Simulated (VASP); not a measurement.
Wanted: the native input for a VASP 6.6.1 run.

* Task: dielectric tensor
* Functional: PBE
* Potentials or basis: VASP PAW PBE potentials, release 64 (Ga_d, As_d)
* Cutoff: 400 eV
* k mesh: 6 × 6 × 6
* Occupations: gaussian, width 0.01 eV
* Spin: no spin polarisation
* Dipole correction: no
* Further INCAR settings: ALGO = Normal; EDIFF = 1e-08

The structure of GaAs lies in POSCAR:

```
GaAs
1.0
    0.0000000000      2.8330831922      2.8330831922
    2.8330831922      0.0000000000      2.8330831922
    2.8330831922      2.8330831922      0.0000000000
Ga As
1 1
Direct
    0.0000000000      0.0000000000      0.0000000000
    0.2500000000      0.2500000000      0.2500000000
```

The input as run:

INCAR

```
SYSTEM = GaAs
PREC     = Accurate       ! precision mode
ENCUT    = 400            ! plane-wave cutoff, eV
EDIFF    = 1E-8           ! SCF threshold, eV
ISMEAR   = 0              ! smearing method
SIGMA    = 0.01           ! smearing width, eV
LREAL    = .FALSE.        ! projectors in reciprocal space
LASPH    = .TRUE.         ! aspherical terms in the spheres
NELM     = 120            ! most SCF steps
ALGO     = Normal         ! electronic algorithm
ISIF     = 2              ! what is computed and relaxed
LWAVE    = .FALSE.        ! write WAVECAR
LCHARG   = .FALSE.        ! write CHGCAR
GGA      = PE             ! functional
LEPSILON = .TRUE.         ! dielectric tensor by DFPT
GGA_COMPAT= .FALSE.
```

KPOINTS

```
Automatic mesh
0
G
  6 6 6
  0 0 0
```

Potentials or basis: VASP PAW PBE potentials, release 64 (Ga_d, As_d).

The run is started by

```sh
$ cat potpaw_PBE.64/Ga_d/POTCAR potpaw_PBE.64/As_d/POTCAR > POTCAR
$ mpirun -np 1 vasp_std > vasp.out
```

Results of the run:

The band gap on the k mesh is 0.47 eV, the electronic dielectric tensor (diagonal) is 63.93 and the born charges (mean of the diagonal) is Ga +2.65; As -2.65 e.

Caveat: the gap is small at this level, which inflates the dielectric constant; semilocal functionals underestimate gaps, and a narrow one can read as zero.

Run time: 6.2 min on 1 thread of Intel(R) Xeon(R) Platinum 8559C (Emerald Rapids), with other jobs on the host, peak memory 0.21 GiB.
